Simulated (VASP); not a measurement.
# Nb (Fm-3m) in VASP: notebook, part 2 of 2

VASP 6.6.1. Earlier steps stand in the parts before.

**7. Single point, PBE**

INCAR reads:

```
SYSTEM = Nb
PREC = Accurate
ENCUT = 500
EDIFF = 1E-6
ISMEAR = 1
SIGMA = 0.05
LREAL = .False.
LASPH = .True.
NELM = 120
ALGO = Normal
ISIF = 2
LWAVE = .False.
LCHARG = .False.
GGA = PE
NBANDS = 12
GGA_COMPAT = .False.
```

KPOINTS reads:

```
Automatic mesh
0
Gamma
  11 11 11
  0 0 0
```

POSCAR reads:

```
Nb
1.0
    0.0000000000      2.1150000000      2.1150000000
    2.1150000000      0.0000000000      2.1150000000
    2.1150000000      2.1150000000      0.0000000000
Nb
1
Direct
    0.0000000000      0.0000000000      0.0000000000
```

Potentials or basis: VASP PAW PBE potentials, release 64 (Nb_sv).

On the command line:

```
> cat potpaw_PBE.64/Nb_sv/POTCAR > POTCAR
> mpirun -np 1 vasp_std > vasp.out
```

OUTCAR:

```text
SYSTEM = Nb
   PREC = Accurate
   ENCUT = 500
   EDIFF = 1E-6
   ISMEAR = 1
   LREAL = .False.
   LASPH = .True.
   NELM = 120
   ISIF = 2
   GGA = PE

 ion  position               nearest neighbor table
   1  0.000  0.000  0.000-

  LATTYP: Found a face centered cubic cell.
 ALAT       =     4.2300000000

  Lattice vectors:

 A1 = (   0.0000000000,   2.1150000000,   2.1150000000)
 A2 = (   2.1150000000,   0.0000000000,   2.1150000000)
 A3 = (   2.1150000000,   2.1150000000,   0.0000000000)

Analysis of symmetry for initial positions (statically):
=====================================================================
 Subroutine PRICEL returns:
 Original cell was already a primitive cell.

 Routine SETGRP: Setting up the symmetry group for a
 face centered cubic supercell.

 Subroutine GETGRP returns: Found 48 space group operations
 (whereof 48 operations were pure point group operations)
 out of a pool of 48 trial point group operations.

The static configuration has the point symmetry O_h .

Analysis of symmetry for dynamics (positions and initial velocities):
=====================================================================
 Subroutine PRICEL returns:
 Original cell was already a primitive cell.

 Routine SETGRP: Setting up the symmetry group for a
 face centered cubic supercell.

 Subroutine GETGRP returns: Found 48 space group operations
 (whereof 48 operations were pure point group operations)
 out of a pool of 48 trial point group operations.

The dynamic configuration has the point symmetry O_h .

 Subroutine INISYM returns: Found 48 space group operations
 (whereof 48 operations are pure point group operations),
 and found     1 'primitive' translations

----------------------------------------------------------------------------------------

                                     Primitive cell

  volume of cell :      18.9217

  direct lattice vectors                    reciprocal lattice vectors
     0.000000000  2.115000000  2.115000000    -0.236406619  0.236406619  0.236406619
[... 114 lines left out ...]
   LRPA    =     F    only Hartree local field effects (RPA)
 non-spin polarized calculation
 Methfessel and Paxton  Order N= 1 SIGMA  =   0.05
  energy-cutoff  :      500.00
  volume of cell :       18.92
 maximum number of plane-waves:       531
 NGX is ok and might be reduce to    24
   NGX = 11   NGY = 11   NGZ = 11

 number of electron      13.0000001 magnetization

 Free energy of the ion-electron system (eV)
  ---------------------------------------------------
  ext. energy  EPLUGINS =         0.00000000
  ---------------------------------------------------
  free energy    TOTEN  =        -9.89357254 eV

  energy without entropy =       -9.89365657  energy(sigma->0) =       -9.89360055

 E-fermi :  10.8572     XC(G=0): -12.2485

 val. band max:       10.8441615090   @ k =   0.3636   0.0909   0.0000
 cond. band min:      10.8577025741   @ k =   0.3636   0.2727   0.0909
 fundamental gap:      0.0135410651
 Fermi energy:        10.8572206233

 k-point     1 :       0.0000    0.0000    0.0000
  band No.  band energies     occupation
      1     -43.9358      2.00000
      2     -19.3393      2.00000
      3     -19.3393      2.00000
      4     -19.3393      2.00000
      5       4.6493      2.00000
      6      10.9693     -0.00677
      7      10.9693     -0.00677
      8      10.9693     -0.00677
      9      13.5344      0.00000
     10      13.5344      0.00000
     11      22.6633      0.00000
     12      27.4055      0.00000
[... 331 lines left out ...]
 k-point    24 :      -0.1818    0.1818    0.0000
  band No.  band energies     occupation
      1     -43.8124      2.00000
      2     -19.9870      2.00000
      3     -19.6093      2.00000
      4     -19.4143      2.00000
      5       7.2322      2.00000
      6       9.6708      2.00000
      7      10.8962      0.03122
      8      12.2254      0.00000
      9      12.2609      0.00000
     10      15.1620      0.00000
     11      24.1332      0.00000
     12      26.6907      0.00000

 [... further k-points ...]

------------------------ aborting loop because EDIFF is reached ----------------------------------------

  FORCE on cell =-STRESS in cart. coord.  units (eV):
  Direction    XX          YY          ZZ          XY          YZ          ZX
  --------------------------------------------------------------------------------------
  -------------------------------------------------------------------------------------
  Total       -0.2711975     -0.2711975     -0.2711975      0.0000000      0.0000000     -0.0000000
  in kB      -22.9633473    -22.9633473    -22.9633473      0.0000000      0.0000000     -0.0000000
  external PRESSURE =     -22.9633473 kB  Pullay stress =       0.0000000 kB

 VOLUME and BASIS-vectors are now :
 -----------------------------------------------------------------------------
  energy-cutoff  :      500.00
  volume of cell :       18.92
      direct lattice vectors                 reciprocal lattice vectors
     0.000000000  2.115000000  2.115000000    -0.236406619  0.236406619  0.236406619
     2.115000000  0.000000000  2.115000000     0.236406619 -0.236406619  0.236406619
     2.115000000  2.115000000  0.000000000     0.236406619  0.236406619 -0.236406619

 POSITION                                       TOTAL-FORCE (eV/Angst)
 -----------------------------------------------------------------------------------
      0.00000      0.00000      0.00000         0.000000      0.000000      0.000000
 -----------------------------------------------------------------------------------
    total drift:                                0.000000      0.000000      0.000000

  FREE ENERGIE OF THE ION-ELECTRON SYSTEM (eV)
  ---------------------------------------------------
  free  energy   TOTEN  =        -9.8935725427 eV

  energy  without entropy=       -9.8936565688  energy(sigma->0) =       -9.89360055
```

stdout:

```text
POSCAR found type information on POSCAR Nb
 POSCAR found :  1 types and       1 ions
 scaLAPACK will be used
 LDA part: xc-table for (Slater+PW92), standard interpolation
 POSCAR, INCAR and KPOINTS ok, starting setup
 FFT: planning ... GRIDC
 FFT: planning ... GRID_SOFT
 FFT: planning ... GRID
 WAVECAR not read
 entering main loop
```

Wall time 7.8 s (1 thread of Intel Xeon Platinum 8259CL at 2.50GHz (Skylake/Cascade Lake), shared host); peak memory 0.14 GiB.

What came out:

| Item | Value |
| --- | --- |
| Free energy | -9.8936 eV |
| Pressure | -2.3 GPa |
| Band gap on the k mesh | zero (an odd number of electrons rules out a gap without spin polarisation) |

**8. The runs side by side**

| k mesh | gap on the mesh (eV) | pressure (GPa) |
| --- | --- | --- |
| 3 × 3 × 3 | none | 9.0 |
| 4 × 4 × 4 | none | -0.7 |
| 6 × 6 × 6 | none | -2.0 |
| 7 × 7 × 7 | none | -2.7 |
| 9 × 9 × 9 | none | -0.4 |
| 11 × 11 × 11 | none | -2.3 |

Alike in all rows: task single point; level PBE; potentials or basis VASP PAW PBE potentials, release 64 (Nb_sv); no spin polarisation; cell as given; cutoff (eV) 500; smearing methfessel-paxton 0.05 eV.

Caveats: some runs use coarse meshes.

Absolute energies hang on the potentials; compare differences alone.
